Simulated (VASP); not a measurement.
# CuO (P-6m2) in VASP: single point with PBE+U

Aim: the single point of CuO with PBE+U.

Program: VASP 6.6.1. These are calculated values, not measurements. Logs are shortened: lines on timing, memory, paths and dates and some standing lists are left out, and cuts for length are marked.

**1. The cell of the first run**

Symmetry: P-6m2, No. 187, hexagonal system. The conventional cell has a = 2.836 Å, b = 2.836 Å, c = 2.768 Å, α = 90.00°, β = 90.00°, γ = 120.00°. Cu (site symmetry -6m2) has 6 O at 2.14 Å and 8 Cu at 2.77 to 2.84 Å within 2.9 Å. O (site symmetry -6m2) has 6 Cu at 2.14 Å and 8 O at 2.77 to 2.84 Å within 2.9 Å.

**2. Single point, PBE+U, collinear spin, ferromagnetic start**

File INCAR:

```
SYSTEM = CuO
PREC = Accurate
ENCUT = 820
EDIFF = 1E-6
ISMEAR = 0
SIGMA = 0.05
LREAL = .False.
LASPH = .True.
NELM = 200
ALGO = Normal
ISIF = 2
LWAVE = .False.
LCHARG = .True.
ISPIN = 2
MAGMOM = -0.45 -0.66
LORBIT = 11
LMAXMIX = 4
LDAU = .True.
LDAUTYPE = 2
LDAUL = 2 -1
LDAUU = 6 0
LDAUJ = 0 0
LDAUPRINT = 1
GGA = PE
LELF = .True.
LVHAR = .True.
NBANDS = 24
GGA_COMPAT = .False.
```

File KPOINTS:

```
regular mesh
0
Gamma
  8 8 7
  0 0 0
```

File POSCAR:

```
CuO
1.0
    2.8363251100      0.0000000000      0.0000000000
   -1.4181625500      2.4563296000      0.0000000000
    0.0000000000      0.0000000000      2.7681127800
Cu O
1 1
Direct
    0.0000000000      0.0000000000      0.0000000000
    0.6666666667      0.3333333333      0.5000000000
```

Potentials or basis: VASP PAW PBE potentials, release 64 (Cu_sv_GW, O).

On the command line:

```
$ cat potpaw_PBE.64/Cu_sv_GW/POTCAR potpaw_PBE.64/O/POTCAR > POTCAR
$ mpirun -np 1 vasp_std > vasp.out
```

OUTCAR:

```text
SYSTEM = CuO
   PREC = Accurate
   ENCUT = 820
   EDIFF = 1E-6
   ISMEAR = 0
   LREAL = .False.
   LASPH = .True.
   NELM = 200
   ISIF = 2
   ISPIN = 2
   LORBIT = 11
   GGA = PE

 ion  position               nearest neighbor table
   1  0.000  0.000  0.000-   2 2.14   2 2.14   2 2.14   2 2.14   2 2.14   2 2.14
   2  0.667  0.333  0.500-   1 2.14   1 2.14   1 2.14   1 2.14   1 2.14   1 2.14

  LATTYP: Found a hexagonal cell.
 ALAT       =     2.8363251100
 C/A-ratio  =     0.9759504544

  Lattice vectors:

 A1 = (   2.8363251100,   0.0000000000,   0.0000000000)
 A2 = (  -1.4181625500,   2.4563296000,   0.0000000000)
 A3 = (   0.0000000000,   0.0000000000,   2.7681127800)

Analysis of symmetry for initial positions (statically):
=====================================================================
 Subroutine PRICEL returns:
 Original cell was already a primitive cell.

 Routine SETGRP: Setting up the symmetry group for a
 hexagonal supercell.

 Subroutine GETGRP returns: Found 12 space group operations
 (whereof 12 operations were pure point group operations)
 out of a pool of 24 trial point group operations.

The static configuration has the point symmetry D_3h.

Analysis of symmetry for dynamics (positions and initial velocities):
=====================================================================
 Subroutine PRICEL returns:
 Original cell was already a primitive cell.

 Routine SETGRP: Setting up the symmetry group for a
 hexagonal supercell.

 Subroutine GETGRP returns: Found 12 space group operations
 (whereof 12 operations were pure point group operations)
 out of a pool of 24 trial point group operations.

The dynamic configuration has the point symmetry D_3h.

Analysis of structural, dynamic, and magnetic symmetry:
=====================================================================
 Subroutine PRICEL returns:
 Original cell was already a primitive cell.

 Routine SETGRP: Setting up the symmetry group for a
 hexagonal supercell.

 Subroutine GETGRP returns: Found 12 space group operations
 (whereof 12 operations were pure point group operations)
 out of a pool of 24 trial point group operations.

The overall configuration has the point symmetry D_3h.

 Subroutine INISYM returns: Found 12 space group operations
 (whereof 12 operations are pure point group operations),
 and found     1 'primitive' translations

----------------------------------------------------------------------------------------

                                     Primitive cell

  volume of cell :      19.2853

  direct lattice vectors                    reciprocal lattice vectors
     2.836325110  0.000000000  0.000000000     0.352568892  0.203555744  0.000000000
    -1.418162550  2.456329600  0.000000000     0.000000000  0.407111489  0.000000000
     0.000000000  0.000000000  2.768112780     0.000000000  0.000000000  0.361256957

  length of vectors
     2.836325110  2.836325109  2.768112780     0.407111488  0.407111489  0.361256957

  position of ions in fractional coordinates (direct lattice)
     0.000000000  0.000000000  0.000000000
     0.666666667  0.333333333  0.500000000

  ion indices of the primitive-cell ions
   primitive index   ion index
                 1           1
                 2           2

[... 69 lines left out ...]
   ENCUT  =  820.0 eV  60.27 Ry    7.76 a.u.   6.62  6.62  6.46*2*pi/ulx,y,z
   NELM   =    200;   NELMIN=  2; NELMDL= -5     # of ELM steps
   EDIFF  = 0.1E-05   stopping-criterion for ELM
   LREAL  =      F    real-space projection
   EDIFFG = 0.1E-04   stopping-criterion for IOM
   NSW    =      0    number of steps for IOM
   IBRION =     -1    ionic relax: 0-MD 1-quasi-New 2-CG
   NFREE  =      0    steps in history (QN), initial steepest desc. (CG)
   ISIF   =      2    stress and relaxation
   ISYM   =      2    0-nonsym 1-usesym 2-fastsym
   POTIM  = 0.5000    time-step for ionic-motion
   TEBEG  =    0.0;   TEEND  =   0.0 temperature during run
   PSTRESS=    0.0 pullay stress
   NELECT =      25.0000    total number of electrons
   NUPDOWN=      -1.0000    fix difference up-down
   EMIN   =  10.00;   EMAX   =-10.00  energy-range for DOS
   EFERMI =   0.00;   METHOD = LEGACY
   ISMEAR =     0;   SIGMA  =   0.05  broadening in eV -4-tet -1-fermi 0-gaus
   EFERMI_NEDOS =   21; number of points for ismear=-14 and -15
   IALGO  =     38    algorithm
   IMIX   =      4    mixing-type and parameters
     AMIX     =   0.40;   BMIX     =  1.00
     AMIX_MAG =   1.60;   BMIX_MAG =  1.00
  volume/ion in A,a.u.               =       9.64        65.07
  Fermi-wavevector in a.u.,A,eV,Ry     =   1.785032  3.373221 43.352781  3.186339
  Thomas-Fermi vector in A             =   2.848898
   LORBIT       =     11    0 simple, 1 ext, 2 COOP (PROOUT), +10 PAW based schemes
 LDA+U is selected, type is set to LDAUTYPE =  2
   angular momentum for each species LDAUL =     2   -1
   U (eV)           for each species LDAUU =   6.0  0.0
   J (eV)           for each species LDAUJ =   0.0  0.0
   GGA     = PE    functional components
   LHFCALC =     F    Hartree Fock is set to
   AEXX    =    0.0000 exact exchange contribution
   IVDW    =     0    specifies the selected vdW correction
   LEPSILON=     F    determine dielectric tensor
   LRPA    =     F    only Hartree local field effects (RPA)
 spin polarized calculation
 Gauss-broadening in eV      SIGMA  =   0.05
  energy-cutoff  :      820.00
  volume of cell :       19.29
 maximum number of plane-waves:      1057
 NGX is ok and might be reduce to    28
   NGX = 13   NGY = 13   NGZ = 13

atom =   1  type =  1  l = 2

 onsite density matrix

spin component  1

  0.9251 -0.0000 -0.0000  0.0000  0.0000
 -0.0000  0.7290 -0.0000  0.0000  0.0000
 -0.0000 -0.0000  0.9442 -0.0000  0.0000
  0.0000  0.0000 -0.0000  0.7290  0.0000
  0.0000  0.0000  0.0000  0.0000  0.9251

spin component  2

  0.9477  0.0000 -0.0000 -0.0000  0.0000
  0.0000  0.9689  0.0000  0.0000 -0.0000
 -0.0000  0.0000  0.9467  0.0000  0.0000
 -0.0000  0.0000  0.0000  0.9689 -0.0000
  0.0000 -0.0000  0.0000 -0.0000  0.9477

 occupancies and eigenvectors

  o =  0.7290  v =  0.0000  0.6081 -0.0000 -0.7938  0.0000  0.0000  0.0000  0.0000  0.0000  0.0000      0.0000  0.0000  0.0000  0.0000  0.0000  0.0000  0.0000  0.0000  0.0000  0.0000
  o =  0.7290  v =  0.0000  0.7938 -0.0000  0.6081  0.0000  0.0000  0.0000  0.0000  0.0000  0.0000      0.0000  0.0000  0.0000  0.0000  0.0000  0.0000  0.0000  0.0000  0.0000  0.0000
  o =  0.9251  v =  0.9949  0.0000  0.0000 -0.0000 -0.1012  0.0000  0.0000  0.0000  0.0000  0.0000      0.0000  0.0000  0.0000  0.0000  0.0000  0.0000  0.0000  0.0000  0.0000  0.0000
  o =  0.9251  v = -0.1012  0.0000  0.0000 -0.0000 -0.9949  0.0000  0.0000  0.0000  0.0000  0.0000      0.0000  0.0000  0.0000  0.0000  0.0000  0.0000  0.0000  0.0000  0.0000  0.0000
  o =  0.9442  v = -0.0000  0.0000  1.0000 -0.0000  0.0000  0.0000  0.0000  0.0000  0.0000  0.0000      0.0000  0.0000  0.0000  0.0000  0.0000  0.0000  0.0000  0.0000  0.0000  0.0000
  o =  0.9467  v =  0.0000  0.0000  0.0000  0.0000  0.0000 -0.0000  0.0000 -1.0000  0.0000  0.0000      0.0000  0.0000  0.0000  0.0000  0.0000  0.0000  0.0000  0.0000  0.0000  0.0000
  o =  0.9477  v =  0.0000  0.0000  0.0000  0.0000  0.0000  0.2693 -0.0000 -0.0000  0.0000  0.9631      0.0000  0.0000  0.0000  0.0000  0.0000  0.0000  0.0000  0.0000  0.0000  0.0000
  o =  0.9477  v =  0.0000  0.0000  0.0000  0.0000  0.0000  0.9631  0.0000 -0.0000  0.0000 -0.2693      0.0000  0.0000  0.0000  0.0000  0.0000  0.0000  0.0000  0.0000  0.0000  0.0000
  o =  0.9689  v =  0.0000  0.0000  0.0000  0.0000  0.0000 -0.0000 -0.6081 -0.0000  0.7938 -0.0000      0.0000  0.0000  0.0000  0.0000  0.0000  0.0000  0.0000  0.0000  0.0000  0.0000
  o =  0.9689  v =  0.0000  0.0000  0.0000  0.0000  0.0000  0.0000  0.7938  0.0000  0.6081  0.0000      0.0000  0.0000  0.0000  0.0000  0.0000  0.0000  0.0000  0.0000  0.0000  0.0000

 number of electron      25.0000004 magnetization      -1.0000104

 Free energy of the ion-electron system (eV)
  ---------------------------------------------------
  ext. energy  EPLUGINS =         0.00000000
  ---------------------------------------------------
  free energy    TOTEN  =        -6.64547039 eV

  energy without entropy =       -6.64472238  energy(sigma->0) =       -6.64509638

 E-fermi :   5.2877     XC(G=0): -12.6603

 val. band max:        5.2868244495   @ k =   0.1250   0.1250   0.0000
 cond. band min:       5.3342719969   @ k =   0.1250   0.1250   0.1429
 fundamental gap:      0.0474475474
 Fermi energy:         5.2876727121

 spin component 1

 k-point     1 :       0.0000    0.0000    0.0000
  band No.  band energies     occupation
      1    -104.8921      1.00000
      2     -62.3744      1.00000
      3     -62.2861      1.00000
      4     -62.2861      1.00000
      5     -13.2015      1.00000
      6       1.1558      1.00000
[... 1289 lines left out ...]
     23      39.2787      0.00000
     24      41.2269      0.00000

 [... further k-points ...]

------------------------ aborting loop because EDIFF is reached ----------------------------------------

  FORCE on cell =-STRESS in cart. coord.  units (eV):
  Direction    XX          YY          ZZ          XY          YZ          ZX
  --------------------------------------------------------------------------------------
  -------------------------------------------------------------------------------------
  Total        0.3021223      0.3021223     -0.9587232      0.0000000      0.0000000      0.0000000
  in kB       25.0996096     25.0996097    -79.6484593      0.0000001      0.0000000      0.0000000
  external PRESSURE =      -9.8164133 kB  Pullay stress =       0.0000000 kB

 VOLUME and BASIS-vectors are now :
 -----------------------------------------------------------------------------
  energy-cutoff  :      820.00
  volume of cell :       19.29
      direct lattice vectors                 reciprocal lattice vectors
     2.836325110  0.000000000  0.000000000     0.352568892  0.203555744  0.000000000
    -1.418162550  2.456329600  0.000000000     0.000000000  0.407111489  0.000000000
     0.000000000  0.000000000  2.768112780     0.000000000  0.000000000  0.361256957

 POSITION                                       TOTAL-FORCE (eV/Angst)
 -----------------------------------------------------------------------------------
      0.00000      0.00000      0.00000        -0.000000      0.000000      0.000000
      1.41816      0.81878      1.38406         0.000000     -0.000000      0.000000
 -----------------------------------------------------------------------------------
    total drift:                               -0.000000      0.000000      0.000000

  FREE ENERGIE OF THE ION-ELECTRON SYSTEM (eV)
  ---------------------------------------------------
  free  energy   TOTEN  =        -6.6454703945 eV

  energy  without entropy=       -6.6447223751  energy(sigma->0) =       -6.64509638

 total charge

# of ion       s       p       d       f       tot
--------------------------------------------------
    1        2.180   6.287   9.005   0.008  17.479
    2        1.579   3.320   0.000   0.000   4.898
--------------------------------------------------
tot          3.759   9.606   9.005   0.008  22.378

 magnetization (x)

# of ion       s       p       d       f       tot
--------------------------------------------------
    1        0.008   0.005  -0.527  -0.001  -0.515
    2       -0.006  -0.458   0.000   0.000  -0.464
--------------------------------------------------
tot          0.002  -0.452  -0.527  -0.001  -0.978
```

It took 73 s on 1 thread of AMD EPYC 7R13 (Zen 3), shared host; peak memory 0.19 GiB.

Results:

```
Free energy                                           : -6.6455 eV
Pressure                                              : -1.0 GPa
Band gap on the k mesh                                : zero (filled and empty bands overlap)
Net moment                                            : -1.00 μB per cell
Site moments                                          : Cu -0.52; O -0.46 μB
Valence electrons inside the program's atomic spheres : Cu 17.48; O 4.90
```

Eigenvalues of the final occupation matrices:
```tsv
site	spin	trace	eigenvalues
site 1 d	1	4.25	0.73 0.73 0.93 0.93 0.94
site 1 d	2	4.78	0.95 0.95 0.95 0.97 0.97
```

Caveat: the stress differs along the axes, from -8 to 3 GPa; a cell with one magnetic atom can't hold antiferromagnetic order, which such compounds often take.

The gap in the log of VASP goes by the Fermi energy; the results here count the filled bands.